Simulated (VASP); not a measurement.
# Tc (P6_3/mmc) in VASP: a series of runs

The runs below take Tc through single point, with PBE.

All numbers are computed with VASP 6.6.1; they aren't measurements. Logs are shortened: lines on timing, memory, paths and dates and some standing lists are left out, and cuts for length are marked.

### Step 1. The cell of the first run

It takes space group P6_3/mmc (No. 194, hexagonal). The conventional cell has a = 2.740 Å, b = 2.740 Å, c = 4.398 Å, α = 90.00°, β = 90.00°, γ = 120.00°. Tc (site symmetry -6m2) has 12 Tc at 2.71 to 2.74 Å within 3.6 Å.

### Step 2. Single point, PBE

Contents of INCAR:

```
ALGO = Normal
EDIFF = 1E-7
ENCUT = 520
GGA = PE
ISIF = 2
ISMEAR = 1
LASPH = T
LCHARG = F
LREAL = F
LWAVE = F
NBANDS = 20
NELM = 80
PREC = Accurate
SIGMA = 0.1
```

Contents of KPOINTS:

```
k-points
0
Gamma
  10 10 6
```

Contents of POSCAR:

```
Tc
1.0
    2.7400000000      0.0000000000      0.0000000000
   -1.3700000000      2.3729096064      0.0000000000
    0.0000000000      0.0000000000      4.3980000000
Tc
2
Direct
    0.6666666667      0.3333333333      0.7500000000
    0.3333333333      0.6666666667      0.2500000000
```

Potentials or basis: VASP PAW PBE potentials, release 64 (Tc_pv).

Started as:

```console
$ cat potpaw_PBE.64/Tc_pv/POTCAR > POTCAR
$ mpirun -np 1 vasp_std > vasp.out
```

OUTCAR:

```text
EDIFF = 1E-7
   ENCUT = 520
   GGA = PE
   ISIF = 2
   ISMEAR = 1
   LASPH = T
   LREAL = F
   NELM = 80
   PREC = Accurate

 ion  position               nearest neighbor table
   1  0.667  0.333  0.750-   2 2.71   2 2.71   2 2.71   2 2.71   2 2.71   2 2.71
   2  0.333  0.667  0.250-   1 2.71   1 2.71   1 2.71   1 2.71   1 2.71   1 2.71

  LATTYP: Found a hexagonal cell.
 ALAT       =     2.7400000000
 C/A-ratio  =     1.6051094891

  Lattice vectors:

 A1 = (   2.7400000000,   0.0000000000,   0.0000000000)
 A2 = (  -1.3700000000,   2.3729096064,   0.0000000000)
 A3 = (   0.0000000000,   0.0000000000,   4.3980000000)

Analysis of symmetry for initial positions (statically):
=====================================================================
 Subroutine PRICEL returns:
 Original cell was already a primitive cell.

 Routine SETGRP: Setting up the symmetry group for a
 hexagonal supercell.

 Subroutine GETGRP returns: Found 24 space group operations
 (whereof 12 operations were pure point group operations)
 out of a pool of 24 trial point group operations.

The static configuration has the point symmetry D_3d.
 The point group associated with its full space group is D_6h.

Analysis of symmetry for dynamics (positions and initial velocities):
=====================================================================
 Subroutine PRICEL returns:
 Original cell was already a primitive cell.

 Routine SETGRP: Setting up the symmetry group for a
 hexagonal supercell.

 Subroutine GETGRP returns: Found 24 space group operations
 (whereof 12 operations were pure point group operations)
 out of a pool of 24 trial point group operations.

The dynamic configuration has the point symmetry D_3d.
 The point group associated with its full space group is D_6h.

 Subroutine INISYM returns: Found 24 space group operations
 (whereof 12 operations are pure point group operations),
 and found     1 'primitive' translations

----------------------------------------------------------------------------------------

                                     Primitive cell

  volume of cell :      28.5948

  direct lattice vectors                    reciprocal lattice vectors
     2.740000000  0.000000000  0.000000000     0.364963504  0.210711777  0.000000000
    -1.370000000  2.372909606  0.000000000     0.000000000  0.421423554  0.000000000
     0.000000000  0.000000000  4.398000000     0.000000000  0.000000000  0.227376080

  length of vectors
     2.740000000  2.740000000  4.398000000     0.421423554  0.421423554  0.227376080

  position of ions in fractional coordinates (direct lattice)
     0.666666667  0.333333333  0.750000000
     0.333333333  0.666666667  0.250000000

  ion indices of the primitive-cell ions
   primitive index   ion index
                 1           1
                 2           2

----------------------------------------------------------------------------------------

 KPOINTS: k-points

Automatic generation of k-mesh.
 Grid dimensions read from file:
 generate k-points for:   10   10    6

 Generating k-lattice:

  Cartesian coordinates                     Fractional coordinates (reciprocal lattice)
     0.036496350  0.021071178  0.000000000     0.100000000  0.000000000  0.000000000
     0.000000000  0.042142355  0.000000000     0.000000000  0.100000000  0.000000000
     0.000000000  0.000000000  0.037896013     0.000000000  0.000000000  0.166666667

  Length of vectors
     0.042142355  0.042142355  0.037896013

  Shift w.r.t. Gamma in fractional coordinates (k-lattice)
     0.000000000  0.000000000  0.000000000

 Subroutine IBZKPT returns following result:
 ===========================================

 Found     56 irreducible k-points:

 Following reciprocal coordinates:
            Coordinates               Weight
  0.000000  0.000000  0.000000      1.000000
  0.100000 -0.000000  0.000000      6.000000
  0.200000 -0.000000  0.000000      6.000000
  0.300000 -0.000000  0.000000      6.000000
  0.400000 -0.000000  0.000000      6.000000
  0.500000 -0.000000  0.000000      3.000000
[... 16 lines left out ...]
  0.300000  0.100000  0.166667     24.000000
  0.400000  0.100000  0.166667     24.000000
 [... further k-points ...]
   k-points           NKPTS =     56   k-points in BZ     NKDIM =     56   number of bands    NBANDS=     20
   number of dos      NEDOS =    301   number of ions     NIONS =      2
   total plane-waves  NPLWV =  14400
   dimension x,y,z NGX =    20 NGY =   20 NGZ =   36
   dimension x,y,z NGXF=    40 NGYF=   40 NGZF=   72
   ions per type =               2
   NGX,Y,Z   is equivalent  to a cutoff of  12.13, 12.13, 13.61 a.u.
   NGXF,Y,Z  is equivalent  to a cutoff of  24.27, 24.27, 27.22 a.u.
 SYSTEM =  unknown system
   PREC   = accura    normal or accurate (medium, high low for compatibility)
   ISTART =      0    job   : 0-new  1-cont  2-samecut
   ICHARG =      2    charge: 1-file 2-atom 10-const
   ISPIN  =      1    spin polarized calculation?
   LNONCOLLINEAR =      F non collinear calculations
   LSORBIT =      F    spin-orbit coupling
   LASPH  =      T    aspherical Exc in radial PAW
   ENCUT  =  520.0 eV  38.22 Ry    6.18 a.u.   5.09  5.09  8.18*2*pi/ulx,y,z
   NELM   =     80;   NELMIN=  2; NELMDL= -5     # of ELM steps
   EDIFF  = 0.1E-06   stopping-criterion for ELM
   LREAL  =      F    real-space projection
   EDIFFG = 0.1E-05   stopping-criterion for IOM
   NSW    =      0    number of steps for IOM
   IBRION =     -1    ionic relax: 0-MD 1-quasi-New 2-CG
   NFREE  =      0    steps in history (QN), initial steepest desc. (CG)
   ISIF   =      2    stress and relaxation
   ISYM   =      2    0-nonsym 1-usesym 2-fastsym
   POTIM  = 0.5000    time-step for ionic-motion
   TEBEG  =    0.0;   TEEND  =   0.0 temperature during run
   PSTRESS=    0.0 pullay stress
   NELECT =      26.0000    total number of electrons
   NUPDOWN=      -1.0000    fix difference up-down
   EMIN   =  10.00;   EMAX   =-10.00  energy-range for DOS
   EFERMI =   0.00;   METHOD = LEGACY
   ISMEAR =     1;   SIGMA  =   0.10  broadening in eV -4-tet -1-fermi 0-gaus
   EFERMI_NEDOS =   21; number of points for ismear=-14 and -15
   IALGO  =     38    algorithm
   IMIX   =      4    mixing-type and parameters
     AMIX     =   0.40;   BMIX     =  1.00
     AMIX_MAG =   1.60;   BMIX_MAG =  1.00
  volume/ion in A,a.u.               =      14.30        96.48
  Fermi-wavevector in a.u.,A,eV,Ry     =   1.586002  2.997108 34.224109  2.515401
  Thomas-Fermi vector in A             =   2.685380
   LORBIT       =      0    0 simple, 1 ext, 2 COOP (PROOUT), +10 PAW based schemes
   GGA     = PE    functional components
   LHFCALC =     F    Hartree Fock is set to
   AEXX    =    0.0000 exact exchange contribution
   IVDW    =     0    specifies the selected vdW correction
   LEPSILON=     F    determine dielectric tensor
   LRPA    =     F    only Hartree local field effects (RPA)
 non-spin polarized calculation
 Methfessel and Paxton  Order N= 1 SIGMA  =   0.10
  energy-cutoff  :      520.00
  volume of cell :       28.59
 maximum number of plane-waves:       784
   NGX = 11   NGY = 11   NGZ = 17

 number of electron      25.9999998 magnetization

 Free energy of the ion-electron system (eV)
  ---------------------------------------------------
  ext. energy  EPLUGINS =         0.00000000
  ---------------------------------------------------
  free energy    TOTEN  =       -20.69380066 eV

  energy without entropy =      -20.69500171  energy(sigma->0) =      -20.69420101

 E-fermi :  12.6600     XC(G=0): -13.8034

 val. band max:       12.6257997807   @ k =   0.5000  -0.0000   0.3333
 cond. band min:      12.6878348045   @ k =   0.1000   0.1000   0.0000
 fundamental gap:      0.0620350238
 Fermi energy:        12.6600026965

 k-point     1 :       0.0000    0.0000    0.0000
  band No.  band energies     occupation
      1     -26.8047      2.00000
      2     -25.6781      2.00000
      3     -25.6781      2.00000
      4     -25.4922      2.00000
      5     -25.4922      2.00000
      6     -25.4734      2.00000
[... 12 lines left out ...]
     19      23.7268      0.00000
     20      26.9862      0.00000

 k-point     2 :       0.1000   -0.0000    0.0000
  band No.  band energies     occupation
      1     -26.7643      2.00000
      2     -25.7692      2.00000
      3     -25.7076      2.00000
      4     -25.5864      2.00000
      5     -25.5051      2.00000
      6     -25.4906      2.00000
[... 12 lines left out ...]
     19      23.6696      0.00000
     20      27.7065      0.00000

 k-point     3 :       0.2000   -0.0000    0.0000
  band No.  band energies     occupation
      1     -26.6509      2.00000
      2     -26.0074      2.00000
      3     -25.8250      2.00000
      4     -25.7815      2.00000
      5     -25.5428      2.00000
      6     -25.5413      2.00000
[... 12 lines left out ...]
     19      23.4376      0.00000
     20      28.5185      0.00000

 k-point     4 :       0.3000   -0.0000    0.0000
  band No.  band energies     occupation
      1     -26.4881      2.00000
      2     -26.3001      2.00000
      3     -26.1052      2.00000
      4     -25.8682      2.00000
      5     -25.6294      2.00000
      6     -25.5894      2.00000
[... 12 lines left out ...]
     19      23.1102      0.00000
     20      26.0092      0.00000

 k-point     5 :       0.4000   -0.0000    0.0000
  band No.  band energies     occupation
      1     -26.5344      2.00000
      2     -26.3220      2.00000
      3     -26.3183      2.00000
      4     -25.9358      2.00000
      5     -25.7371      2.00000
      6     -25.6298      2.00000
[... 12 lines left out ...]
     19      23.9185      0.00000
     20      24.1255      0.00000
[... 353 lines left out ...]
      6     -25.5505      2.00000
[... 12 lines left out ...]
     19      24.7974      0.00000
     20      28.2732      0.00000

 k-point    22 :       0.2000    0.1000    0.1667
  band No.  band energies     occupation
      1     -26.5334      2.00000
      2     -26.1232      2.00000
      3     -26.0576      2.00000
      4     -25.8258      2.00000
      5     -25.6316      2.00000
      6     -25.5974      2.00000
[... 12 lines left out ...]
     19      24.8359      0.00000
     20      27.7263      0.00000

 k-point    23 :       0.3000    0.1000    0.1667
  band No.  band energies     occupation
      1     -26.5258      2.00000
      2     -26.3287      2.00000
      3     -26.1782      2.00000
      4     -25.9257      2.00000
      5     -25.7110      2.00000
      6     -25.6591      2.00000
[... 12 lines left out ...]
     19      24.5796      0.00000
     20      25.7432      0.00000

 k-point    24 :       0.4000    0.1000    0.1667
  band No.  band energies     occupation
      1     -26.6288      2.00000
      2     -26.4330      2.00000
      3     -26.1444      2.00000
      4     -25.9699      2.00000
      5     -25.7888      2.00000
      6     -25.7029      2.00000
[... 12 lines left out ...]
     19      23.9648      0.00000
     20      25.4104      0.00000

 [... further k-points ...]

------------------------ aborting loop because EDIFF is reached ----------------------------------------

  FORCE on cell =-STRESS in cart. coord.  units (eV):
  Direction    XX          YY          ZZ          XY          YZ          ZX
  --------------------------------------------------------------------------------------
  -------------------------------------------------------------------------------------
  Total        0.4477411      0.4477411      0.3326641     -0.0000000      0.0000000      0.0000000
  in kB       25.0871044     25.0871044     18.6392969     -0.0000000      0.0000000      0.0000000
  external PRESSURE =      22.9378352 kB  Pullay stress =       0.0000000 kB

 VOLUME and BASIS-vectors are now :
 -----------------------------------------------------------------------------
  energy-cutoff  :      520.00
  volume of cell :       28.59
      direct lattice vectors                 reciprocal lattice vectors
     2.740000000  0.000000000  0.000000000     0.364963504  0.210711777  0.000000000
    -1.370000000  2.372909606  0.000000000     0.000000000  0.421423554  0.000000000
     0.000000000  0.000000000  4.398000000     0.000000000  0.000000000  0.227376080

 POSITION                                       TOTAL-FORCE (eV/Angst)
 -----------------------------------------------------------------------------------
      1.37000      0.79097      3.29850         0.000000     -0.000000      0.000000
     -0.00000      1.58194      1.09950        -0.000000      0.000000      0.000000
 -----------------------------------------------------------------------------------
    total drift:                               -0.000000      0.000000     -0.000000

  FREE ENERGIE OF THE ION-ELECTRON SYSTEM (eV)
  ---------------------------------------------------
  free  energy   TOTEN  =       -20.6938006649 eV

  energy  without entropy=      -20.6950017145  energy(sigma->0) =      -20.69420101
```

Run time: 26 s. Hardware: 1 thread of Intel Xeon 8259CL, shared host; peak memory 0.15 GiB.

Results:

```
Free energy            : -20.6938 eV
Pressure               : 2.3 GPa
Band gap on the k mesh : zero (bands 13 and 14 overlap by 3.12 eV)
```

Stress tensor (GPa, compression positive):
```
2.51 0.00 0.00
0.00 2.51 0.00
0.00 0.00 1.86
```

### Step 3. Single point, PBE

Contents of INCAR:

```
SYSTEM = Tc
ALGO = Fast ; EDIFF = 1E-7
ENCUT = 520 ; GGA = PE
ISIF = 2 ; ISMEAR = 1
LASPH = .True. ; LCHARG = .False.
LREAL = .False. ; LWAVE = .False.
NBANDS = 20 ; NELM = 60
PREC = Accurate ; SIGMA = 0.1
```

Contents of KPOINTS:

```
k-points
0
Gamma
  13 13 7
  0 0 0
```

POSCAR is that of step 2.

Potentials or basis: VASP PAW PBE potentials, release 64 (Tc_pv).

Started as:

```console
$ cat potpaw_PBE.64/Tc_pv/POTCAR > POTCAR
$ mpirun -np 1 vasp_std > vasp.out
```

Run time: 59 s. Hardware: 1 thread of Intel Xeon 8259CL, shared host; peak memory 0.16 GiB.

It converged, with:

```
Free energy            : -20.6927 eV
Pressure               : 2.6 GPa
Band gap on the k mesh : zero (bands 13 and 14 overlap by 3.35 eV)
```

Stress tensor (GPa, compression positive):
```
2.50 0.00 0.00
0.00 2.50 0.00
0.00 0.00 2.83
```

Levels at points of the mesh, in eV from the Fermi level:
```
           k point  band 9  band 10  band 11  band 12  band 13  band 14  band 15  band 16  band 17  band 18
(0.00, 0.00, 0.00)   -1.53    -1.53    -1.48    -0.82    -0.82    -0.11    -0.11     1.68     2.54     2.54
```
